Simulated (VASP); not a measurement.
# SnO (Fm-3m) in VASP: further runs

SnO is run at these levels: PBE, r2SCAN; tasks: single point.

Program: VASP 6.6.1. These are calculated values, not measurements. Logs are shortened: lines on timing, memory, paths and dates and some standing lists are left out, and cuts for length are marked.

## 1. The cell of the first run

Symmetry: Fm-3m, No. 225, cubic system. Conventional cell: a = 5.118 Å, b = 5.118 Å, c = 5.118 Å, α = 90.00°, β = 90.00°, γ = 90.00°. Within 3.4 Å of Sn (site symmetry m-3m) lie 6 O at 2.56 Å. O (site symmetry m-3m) has 6 Sn at 2.56 Å within 3.4 Å.

## 2. Single point, PBE

Contents of INCAR:

```
PREC     = Accurate       # precision mode
ENCUT    = 520            # plane-wave cutoff, eV
EDIFF    = 1E-6           # SCF threshold, eV
ISMEAR   = -1             # smearing method
SIGMA    = 0.02           # smearing width, eV
LREAL    = False          # projectors in reciprocal space
LASPH    = True           # aspherical terms in the spheres
NELM     = 60             # most SCF steps
ALGO     = Normal         # electronic algorithm
ISIF     = 2              # what is computed and relaxed
LWAVE    = False          # write WAVECAR
LCHARG   = False          # write CHGCAR
GGA      = PE             # functional
NBANDS   = 17             # bands
```

Contents of KPOINTS:

```
Automatic mesh
0
Gamma
  10 10 10
```

Contents of POSCAR:

```
SnO
1.0
    0.0000000000      2.5587916806      2.5587916806
    2.5587916806      0.0000000000      2.5587916806
    2.5587916806      2.5587916806      0.0000000000
Sn O
1 1
Direct
    0.0000000000      0.0000000000      0.0000000000
    0.5000000000      0.5000000000      0.5000000000
```

Potentials or basis: VASP PAW PBE potentials, release 64 (Sn_d, O).

Launch:

```
$ cat potpaw_PBE.64/Sn_d/POTCAR potpaw_PBE.64/O/POTCAR > POTCAR
$ mpirun -np 1 vasp_std > vasp.out
```

OUTCAR:

```text
PREC = Accurate
   ENCUT = 520
   EDIFF = 1E-6
   ISMEAR = -1
   LREAL = False
   LASPH = True
   NELM = 60
   ISIF = 2
   GGA = PE

 ion  position               nearest neighbor table
   1  0.000  0.000  0.000-   2 2.56   2 2.56   2 2.56   2 2.56   2 2.56   2 2.56
   2  0.500  0.500  0.500-   1 2.56   1 2.56   1 2.56   1 2.56   1 2.56   1 2.56

  LATTYP: Found a face centered cubic cell.
 ALAT       =     5.1175833612

  Lattice vectors:

 A1 = (   0.0000000000,   2.5587916806,   2.5587916806)
 A2 = (   2.5587916806,   0.0000000000,   2.5587916806)
 A3 = (   2.5587916806,   2.5587916806,   0.0000000000)

Analysis of symmetry for initial positions (statically):
=====================================================================
 Subroutine PRICEL returns:
 Original cell was already a primitive cell.

 Routine SETGRP: Setting up the symmetry group for a
 face centered cubic supercell.

 Subroutine GETGRP returns: Found 48 space group operations
 (whereof 48 operations were pure point group operations)
 out of a pool of 48 trial point group operations.

The static configuration has the point symmetry O_h .

Analysis of symmetry for dynamics (positions and initial velocities):
=====================================================================
 Subroutine PRICEL returns:
 Original cell was already a primitive cell.

 Routine SETGRP: Setting up the symmetry group for a
 face centered cubic supercell.

 Subroutine GETGRP returns: Found 48 space group operations
 (whereof 48 operations were pure point group operations)
 out of a pool of 48 trial point group operations.

The dynamic configuration has the point symmetry O_h .

 Subroutine INISYM returns: Found 48 space group operations
 (whereof 48 operations are pure point group operations),
 and found     1 'primitive' translations

----------------------------------------------------------------------------------------

                                     Primitive cell

  volume of cell :      33.5069

  direct lattice vectors                    reciprocal lattice vectors
     0.000000000  2.558791681  2.558791681    -0.195404731  0.195404731  0.195404731
     2.558791681  0.000000000  2.558791681     0.195404731 -0.195404731  0.195404731
     2.558791681  2.558791681  0.000000000     0.195404731  0.195404731 -0.195404731

  length of vectors
     3.618677898  3.618677898  3.618677898     0.338450922  0.338450922  0.338450922

  position of ions in fractional coordinates (direct lattice)
     0.000000000  0.000000000  0.000000000
     0.500000000  0.500000000  0.500000000

  ion indices of the primitive-cell ions
   primitive index   ion index
                 1           1
                 2           2

----------------------------------------------------------------------------------------

 KPOINTS: Automatic mesh

Automatic generation of k-mesh.
 Grid dimensions read from file:
 generate k-points for:   10   10   10

 Generating k-lattice:

  Cartesian coordinates                     Fractional coordinates (reciprocal lattice)
    -0.019540473  0.019540473  0.019540473     0.100000000  0.000000000  0.000000000
     0.019540473 -0.019540473  0.019540473     0.000000000  0.100000000  0.000000000
     0.019540473  0.019540473 -0.019540473     0.000000000  0.000000000  0.100000000

  Length of vectors
     0.033845092  0.033845092  0.033845092

  Shift w.r.t. Gamma in fractional coordinates (k-lattice)
     0.000000000  0.000000000  0.000000000

 Subroutine IBZKPT returns following result:
 ===========================================

 Found     47 irreducible k-points:

 Following reciprocal coordinates:
            Coordinates               Weight
  0.000000  0.000000  0.000000      1.000000
  0.100000  0.000000  0.000000      8.000000
  0.200000  0.000000  0.000000      8.000000
  0.300000  0.000000  0.000000      8.000000
  0.400000  0.000000  0.000000      8.000000
  0.500000  0.000000  0.000000      4.000000
[... 16 lines left out ...]
  0.300000  0.300000  0.000000      6.000000
  0.400000  0.300000  0.000000     24.000000
 [... further k-points ...]
   k-points           NKPTS =     47   k-points in BZ     NKDIM =     47   number of bands    NBANDS=     17
   number of dos      NEDOS =    301   number of ions     NIONS =      2
   total plane-waves  NPLWV =  21952
   dimension x,y,z NGX =    28 NGY =   28 NGZ =   28
   dimension x,y,z NGXF=    56 NGYF=   56 NGZF=   56
   ions per type =               1   1
   NGX,Y,Z   is equivalent  to a cutoff of  12.86, 12.86, 12.86 a.u.
   NGXF,Y,Z  is equivalent  to a cutoff of  25.73, 25.73, 25.73 a.u.
 SYSTEM =  unknown system
   PREC   = accura    normal or accurate (medium, high low for compatibility)
   ISTART =      0    job   : 0-new  1-cont  2-samecut
   ICHARG =      2    charge: 1-file 2-atom 10-const
   ISPIN  =      1    spin polarized calculation?
   LNONCOLLINEAR =      F non collinear calculations
   LSORBIT =      F    spin-orbit coupling
   LASPH  =      T    aspherical Exc in radial PAW
   ENCUT  =  520.0 eV  38.22 Ry    6.18 a.u.   6.73  6.73  6.73*2*pi/ulx,y,z
   NELM   =     60;   NELMIN=  2; NELMDL= -5     # of ELM steps
   EDIFF  = 0.1E-05   stopping-criterion for ELM
   LREAL  =      F    real-space projection
   EDIFFG = 0.1E-04   stopping-criterion for IOM
   NSW    =      0    number of steps for IOM
   IBRION =     -1    ionic relax: 0-MD 1-quasi-New 2-CG
   NFREE  =      0    steps in history (QN), initial steepest desc. (CG)
   ISIF   =      2    stress and relaxation
   ISYM   =      2    0-nonsym 1-usesym 2-fastsym
   POTIM  = 0.5000    time-step for ionic-motion
   TEBEG  =    0.0;   TEEND  =   0.0 temperature during run
   PSTRESS=    0.0 pullay stress
   NELECT =      20.0000    total number of electrons
   NUPDOWN=      -1.0000    fix difference up-down
   EMIN   =  10.00;   EMAX   =-10.00  energy-range for DOS
   EFERMI =   0.00;   METHOD = LEGACY
   ISMEAR =    -1;   SIGMA  =   0.02  broadening in eV -4-tet -1-fermi 0-gaus
   EFERMI_NEDOS =   21; number of points for ismear=-14 and -15
   IALGO  =     38    algorithm
   IMIX   =      4    mixing-type and parameters
     AMIX     =   0.40;   BMIX     =  1.00
     AMIX_MAG =   1.60;   BMIX_MAG =  1.00
  volume/ion in A,a.u.               =      16.75       113.06
  Fermi-wavevector in a.u.,A,eV,Ry     =   1.378394  2.604786 25.850645  1.899969
  Thomas-Fermi vector in A             =   2.503459
   LORBIT       =      0    0 simple, 1 ext, 2 COOP (PROOUT), +10 PAW based schemes
   GGA     = PE    functional components
   LHFCALC =     F    Hartree Fock is set to
   AEXX    =    0.0000 exact exchange contribution
   IVDW    =     0    specifies the selected vdW correction
   LEPSILON=     F    determine dielectric tensor
   LRPA    =     F    only Hartree local field effects (RPA)
 non-spin polarized calculation
  energy-cutoff  :      520.00
  volume of cell :       33.51
 maximum number of plane-waves:       934
   NGX = 13   NGY = 13   NGZ = 13

 number of electron      19.9999989 magnetization

 Free energy of the ion-electron system (eV)
  ---------------------------------------------------
  ext. energy  EPLUGINS =         0.00000000
  ---------------------------------------------------
  free energy    TOTEN  =       -10.47831604 eV

  energy without entropy =      -10.47831604  energy(sigma->0) =      -10.47831604

 E-fermi :   7.6641     XC(G=0): -10.7091

 val. band max:        7.3198336049   @ k =  -0.4000   0.2000   0.1000
 cond. band min:       8.0103534599   @ k =   0.5000   0.1000   0.0000
 fundamental gap:      0.6905198550
 Fermi energy:         7.6641247232

 k-point     1 :       0.0000    0.0000    0.0000
  band No.  band energies     occupation
      1     -14.0111      2.00000
      2     -14.0111      2.00000
      3     -14.0111      2.00000
      4     -13.9464      2.00000
      5     -13.9464      2.00000
      6     -10.9862      2.00000
[... 9 lines left out ...]
     16      17.5330      0.00000
     17      17.8663      0.00000

 k-point     2 :       0.1000    0.0000    0.0000
  band No.  band energies     occupation
      1     -14.0105      2.00000
      2     -14.0069      2.00000
      3     -14.0069      2.00000
      4     -13.9478      2.00000
      5     -13.9478      2.00000
      6     -10.9344      2.00000
[... 9 lines left out ...]
     16      17.9372      0.00000
     17      19.9237      0.00000

 k-point     3 :       0.2000    0.0000    0.0000
  band No.  band energies     occupation
      1     -14.0093      2.00000
      2     -13.9993      2.00000
      3     -13.9993      2.00000
      4     -13.9479      2.00000
      5     -13.9479      2.00000
      6     -10.7939      2.00000
[... 9 lines left out ...]
     16      18.7658      0.00000
     17      22.0606      0.00000

 k-point     4 :       0.3000    0.0000    0.0000
  band No.  band energies     occupation
      1     -14.0082      2.00000
      2     -13.9980      2.00000
      3     -13.9980      2.00000
      4     -13.9398      2.00000
      5     -13.9398      2.00000
      6     -10.6109      2.00000
[... 9 lines left out ...]
     16      19.7825      0.00000
     17      22.7564      0.00000
[... 343 lines left out ...]
      1     -14.0036      2.00000
      2     -14.0026      2.00000
      3     -13.9782      2.00000
      4     -13.9649      2.00000
      5     -13.9460      2.00000
      6     -10.5187      2.00000
[... 9 lines left out ...]
     16      19.9965      0.00000
     17      23.0990      0.00000

 k-point    23 :       0.3000    0.3000    0.0000
  band No.  band energies     occupation
      1     -14.0649      2.00000
      2     -14.0377      2.00000
      3     -13.9532      2.00000
      4     -13.9532      2.00000
      5     -13.9222      2.00000
      6     -10.3812      2.00000
[... 9 lines left out ...]
     16      23.6950      0.00000
     17      23.9172      0.00000

 k-point    24 :       0.4000    0.3000    0.0000
  band No.  band energies     occupation
      1     -14.0952      2.00000
      2     -14.0380      2.00000
      3     -13.9458      2.00000
      4     -13.9438      2.00000
      5     -13.9167      2.00000
      6     -10.2190      2.00000
[... 9 lines left out ...]
     16      23.6720      0.00000
     17      23.9212      0.00000

 [... further k-points ...]

------------------------ aborting loop because EDIFF is reached ----------------------------------------

  FORCE on cell =-STRESS in cart. coord.  units (eV):
  Direction    XX          YY          ZZ          XY          YZ          ZX
  --------------------------------------------------------------------------------------
  -------------------------------------------------------------------------------------
  Total       -0.0064283     -0.0064283     -0.0064283      0.0000000      0.0000000      0.0000000
  in kB       -0.3073793     -0.3073793     -0.3073793      0.0000000      0.0000000      0.0000000
  external PRESSURE =      -0.3073793 kB  Pullay stress =       0.0000000 kB

 VOLUME and BASIS-vectors are now :
 -----------------------------------------------------------------------------
  energy-cutoff  :      520.00
  volume of cell :       33.51
      direct lattice vectors                 reciprocal lattice vectors
     0.000000000  2.558791681  2.558791681    -0.195404731  0.195404731  0.195404731
     2.558791681  0.000000000  2.558791681     0.195404731 -0.195404731  0.195404731
     2.558791681  2.558791681  0.000000000     0.195404731  0.195404731 -0.195404731

 POSITION                                       TOTAL-FORCE (eV/Angst)
 -----------------------------------------------------------------------------------
      0.00000      0.00000      0.00000        -0.000000      0.000000      0.000000
      2.55879      2.55879      2.55879         0.000000     -0.000000     -0.000000
 -----------------------------------------------------------------------------------
    total drift:                                0.000000      0.000000      0.000000

  FREE ENERGIE OF THE ION-ELECTRON SYSTEM (eV)
  ---------------------------------------------------
  free  energy   TOTEN  =       -10.4783160423 eV

  energy  without entropy=      -10.4783160411  energy(sigma->0) =      -10.47831604
```

Run time: 26 s. Hardware: 1 thread of Intel Xeon 8259CL, shared host; peak memory 0.17 GiB.

Results:

```yaml
Free_energy: -10.4783 eV
Pressure: 0.0 GPa
Band_gap_on_the_k_mesh: 0.69 eV (least direct gap 0.74 eV)
```

Levels at points of the mesh, in eV from the valence-band top:
| k point | band 8 | band 9 | band 10 | band 11 | band 12 | band 13 |
| --- | --- | --- | --- | --- | --- | --- |
| (0.00, 0.00, 0.00) | -2.99 | -2.99 | -2.99 | 7.73 | 7.73 | 7.73 |
| (0.50, 0.00, 0.00) | -2.80 | -2.80 | -0.57 | 0.87 | 4.46 | 4.46 |
| (0.50, 0.50, 0.00) | -4.50 | -4.06 | -4.06 | 3.69 | 5.37 | 5.91 |

Caveat: spin-orbit coupling is left out, which moves the levels of the heavy elements. A k mesh can miss the band edges.

## 3. Single point, r2SCAN

This run uses another cell than the first one, of 16.33 Å³/atom.

Contents of POSCAR:

```
SnO
1.0
    0.0000000000      2.5369732559      2.5369732559
    2.5369732559      0.0000000000      2.5369732559
    2.5369732559      2.5369732559      0.0000000000
Sn O
1 1
Direct
    0.0000000000      0.0000000000      0.0000000000
    0.5000000000      0.5000000000      0.5000000000
```

Contents of INCAR.step1:

```
PREC = Accurate
ENCUT = 520
ISMEAR = -1
SIGMA = 0.02
LREAL = F
LASPH = T
NELM = 80
NBANDS = 17
GGA = PE
ALGO = Normal
EDIFF = 1E-4
LWAVE = T
LCHARG = F
```

Contents of INCAR.step2:

```
PREC = Accurate
ENCUT = 520
EDIFF = 1E-6
ISMEAR = -1
SIGMA = 0.02
LREAL = F
LASPH = T
NELM = 80
ALGO = Normal
ISIF = 2
LWAVE = F
LCHARG = F
METAGGA = R2SCAN
LMIXTAU = T
NBANDS = 17
ISTART = 1
```

Contents of KPOINTS:

```
Automatic mesh
0
Gamma
  8 8 8
```

Potentials or basis: VASP PAW PBE potentials, release 64 (Sn_d, O).

Launch:

```
$ cat potpaw_PBE.64/Sn_d/POTCAR potpaw_PBE.64/O/POTCAR > POTCAR
$ cp INCAR.step1 INCAR
$ mpirun -np 1 vasp_std > vasp.out
$ cp INCAR.step2 INCAR
$ mpirun -np 1 vasp_std > vasp.out
```

It took 62 s on 1 thread of Intel Xeon 8259CL, shared host; peak memory 0.17 GiB.

It converged, with:

| Quantity | Value |
| --- | --- |
| Free energy | -32.2541 eV |
| Pressure | 0.2 GPa |
| Band gap on the k mesh | 1.00 eV |

Levels at points of the mesh, in eV from the valence-band top:
```
           k point  band 8  band 9  band 10  band 11  band 12  band 13
(0.00, 0.00, 0.00)   -3.30   -3.30    -3.30     8.37     8.37     8.37
(0.50, 0.00, 0.00)   -3.09   -3.09    -0.36     1.10     4.87     4.87
(0.50, 0.50, 0.00)   -4.42   -4.40    -4.40     4.11     5.83     6.48
```

Caveat: the PAW data sets were made with another functional, which shifts forces and pressure a little; spin-orbit coupling is left out, which moves the levels of the heavy elements.
